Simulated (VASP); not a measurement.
# N (P6_3/mmc) in VASP: notebook, part 2 of 2

VASP 6.6.1. The steps go on from the part before.

### Step 4. Single point, LDA

This run uses another cell than the first one, of 7.26 Å³/atom, 1.080 times its volume.

INCAR reads:

```
SYSTEM = N
ALGO = Normal
EDIFF = 1E-7
ENCUT = 520
GGA = CA
ISIF = 2
ISMEAR = -1
LASPH = .True.
LCHARG = .False.
LREAL = .False.
LWAVE = .False.
NBANDS = 12
NELM = 100
PREC = Accurate
SIGMA = 0.1
```

KPOINTS reads:

```
k-points
0
Gamma
  12 12 8
  0 0 0
```

POSCAR reads:

```
N
1.0
    2.5849439630      0.0000000000      0.0000000000
   -1.2924719815      2.2386266384      0.0000000000
    0.0000000000      0.0000000000      2.5095627513
N
2
Direct
    0.6666666667      0.3333333333      0.2500000000
    0.3333333333      0.6666666667      0.7500000000
```

Potentials or basis: VASP PAW LDA potentials, release 64 (N).

Run with:

```sh
cat potpaw_LDA.64/N/POTCAR > POTCAR
mpirun -np 1 vasp_std > vasp.out
```

OUTCAR:

```text
SYSTEM = N
   EDIFF = 1E-7
   ENCUT = 520
   GGA = CA
   ISIF = 2
   ISMEAR = -1
   LASPH = .True.
   LREAL = .False.
   NELM = 100
   PREC = Accurate

 ion  position               nearest neighbor table
   1  0.667  0.333  0.250-
   2  0.333  0.667  0.750-

  LATTYP: Found a hexagonal cell.
 ALAT       =     2.5849439630
 C/A-ratio  =     0.9708383575

  Lattice vectors:

 A1 = (   2.5849439630,   0.0000000000,   0.0000000000)
 A2 = (  -1.2924719815,   2.2386266384,   0.0000000000)
 A3 = (   0.0000000000,   0.0000000000,   2.5095627513)

Analysis of symmetry for initial positions (statically):
=====================================================================
 Subroutine PRICEL returns:
 Original cell was already a primitive cell.

 Routine SETGRP: Setting up the symmetry group for a
 hexagonal supercell.

 Subroutine GETGRP returns: Found 24 space group operations
 (whereof 12 operations were pure point group operations)
 out of a pool of 24 trial point group operations.

The static configuration has the point symmetry D_3d.
 The point group associated with its full space group is D_6h.

Analysis of symmetry for dynamics (positions and initial velocities):
=====================================================================
 Subroutine PRICEL returns:
 Original cell was already a primitive cell.

 Routine SETGRP: Setting up the symmetry group for a
 hexagonal supercell.

 Subroutine GETGRP returns: Found 24 space group operations
 (whereof 12 operations were pure point group operations)
 out of a pool of 24 trial point group operations.

The dynamic configuration has the point symmetry D_3d.
 The point group associated with its full space group is D_6h.

 Subroutine INISYM returns: Found 24 space group operations
 (whereof 12 operations are pure point group operations),
 and found     1 'primitive' translations

----------------------------------------------------------------------------------------
[... 116 lines left out ...]
  Thomas-Fermi vector in A             =   2.563812
   LORBIT       =      0    0 simple, 1 ext, 2 COOP (PROOUT), +10 PAW based schemes
   GGA     = CA    functional components
   LHFCALC =     F    Hartree Fock is set to
   AEXX    =    0.0000 exact exchange contribution
   IVDW    =     0    specifies the selected vdW correction
   LEPSILON=     F    determine dielectric tensor
   LRPA    =     F    only Hartree local field effects (RPA)
 non-spin polarized calculation
  energy-cutoff  :      520.00
  volume of cell :       14.52
 maximum number of plane-waves:       405
 NGX is ok and might be reduce to    20
   NGX =  9   NGY =  9   NGZ =  9

 number of electron      10.0000000 magnetization

 Free energy of the ion-electron system (eV)
  ---------------------------------------------------
  ext. energy  EPLUGINS =         0.00000000
  ---------------------------------------------------
  free energy    TOTEN  =       -11.29829615 eV

  energy without entropy =      -11.27348900  energy(sigma->0) =      -11.28589257

 E-fermi :   5.6450     XC(G=0): -12.9919

 val. band max:        5.6287836592   @ k =   0.0833   0.0833   0.3750
 cond. band min:       5.6491254860   @ k =   0.2500   0.0000   0.5000
 fundamental gap:      0.0203418268
 Fermi energy:         5.6450244873

 k-point     1 :       0.0000    0.0000    0.0000
  band No.  band energies     occupation
      1     -15.1114      2.00000
      2      -0.1994      2.00000
      3       1.3335      2.00000
      4       3.6010      2.00000
      5       3.6010      2.00000
      6       8.3703      0.00000
      7       8.3703      0.00000
      8      11.3122      0.00000
      9      20.0427      0.00000
     10      22.8242      0.00000
     11      30.1488      0.00000
     12      30.1488      0.00000
[... 331 lines left out ...]
 k-point    24 :       0.3333    0.0000    0.1250
  band No.  band energies     occupation
      1     -12.4153      2.00000
      2      -5.1912      2.00000
      3       0.9005      2.00000
      4       1.8913      2.00000
      5       5.0774      1.99317
      6       6.7965      0.00002
      7       9.6657      0.00000
      8       9.7249      0.00000
      9      20.5110      0.00000
     10      26.2837      0.00000
     11      30.5102      0.00000
     12      32.8211      0.00000

 [... further k-points ...]
[... 5 lines left out ...]
  --------------------------------------------------------------------------------------
  -------------------------------------------------------------------------------------
  Total       -1.4597093     -1.4597086     -2.7173735      0.0000000     -0.0000000      0.0000000
  in kB     -161.0445698   -161.0444977   -299.7982268      0.0000000     -0.0000000      0.0000000
  external PRESSURE =    -207.2957648 kB  Pullay stress =       0.0000000 kB

 VOLUME and BASIS-vectors are now :
 -----------------------------------------------------------------------------
  energy-cutoff  :      520.00
  volume of cell :       14.52
      direct lattice vectors                 reciprocal lattice vectors
     2.584943963  0.000000000  0.000000000     0.386855582  0.223351224  0.000000000
    -1.292471982  2.238626638  0.000000000     0.000000000  0.446702448  0.000000000
     0.000000000  0.000000000  2.509562751     0.000000000  0.000000000  0.398475790

 POSITION                                       TOTAL-FORCE (eV/Angst)
 -----------------------------------------------------------------------------------
      1.29247      0.74621      0.62739        -0.000000      0.000000      0.000000
     -0.00000      1.49242      1.88217         0.000000     -0.000000      0.000000
 -----------------------------------------------------------------------------------
    total drift:                               -0.000000      0.000000      0.000000

  FREE ENERGIE OF THE ION-ELECTRON SYSTEM (eV)
  ---------------------------------------------------
  free  energy   TOTEN  =       -11.2982961497 eV

  energy  without entropy=      -11.2734889961  energy(sigma->0) =      -11.28589257
```

stdout:

```text
POSCAR found type information on POSCAR N
 POSCAR found :  1 types and       2 ions
 scaLAPACK will be used
 LDA part: xc-table for (Slater(with rela. corr.)+CA(PZ))
 , standard interpolation
 POSCAR, INCAR and KPOINTS ok, starting setup
 FFT: planning ... GRIDC
 FFT: planning ... GRID_SOFT
 FFT: planning ... GRID
 WAVECAR not read
 entering main loop
```

Wall time 4.8 s (1 thread of Intel Xeon 6975P-C (Granite Rapids), shared host); peak memory 0.11 GiB.

Results:

```
Free energy            : -11.2983 eV
Pressure               : -20.7 GPa
Band gap on the k mesh : zero (band 5 reaches 6.47 eV, above the bottom of band 6 at 2.26 eV)
```

Stress tensor (GPa, compression positive):
```
-16.10   0.00   0.00
  0.00 -16.10   0.00
  0.00   0.00 -29.98
```

Levels at points of the mesh, in eV from the Fermi level:
| k point | band 1 | band 2 | band 3 | band 4 | band 5 | band 6 | band 7 | band 8 | band 9 | band 10 |
| --- | --- | --- | --- | --- | --- | --- | --- | --- | --- | --- |
| (0.00, 0.00, 0.00) | -20.76 | -5.84 | -4.31 | -2.04 | -2.04 | 2.73 | 2.73 | 5.67 | 14.40 | 17.18 |
| (0.50, 0.00, 0.00) | -16.46 | -13.62 | -4.47 | -2.23 | -1.28 | 1.68 | 2.51 | 4.74 | 13.38 | 22.92 |
| (0.00, 0.00, 0.50) | -16.11 | -16.11 | 0.65 | 0.65 | 0.65 | 0.65 | 1.79 | 1.79 | 20.60 | 20.60 |
| (0.50, 0.00, 0.50) | -12.67 | -12.67 | -7.85 | -7.85 | -0.57 | -0.57 | 3.80 | 3.80 | 18.44 | 18.44 |

### Step 5. Summary

```tsv
cell	gap on the mesh (eV)	pressure (GPa)
a = 2.519, b = 2.519, c = 2.446 Å, angles 90.0, 90.0, 120.0°, 2 atoms	none	-7.1
a = 2.553, b = 2.553, c = 2.478 Å, angles 90.0, 90.0, 120.0°, 2 atoms	none	-14.5
a = 2.585, b = 2.585, c = 2.510 Å, angles 90.0, 90.0, 120.0°, 2 atoms	none	-20.7
```

Alike in all rows: task single point; level LDA; potentials or basis VASP PAW LDA potentials, release 64 (N); no spin polarisation; k mesh 12 × 12 × 8; cutoff (eV) 520; smearing fermi-dirac 0.1 eV.

Absolute energies hang on the potentials; compare differences alone.
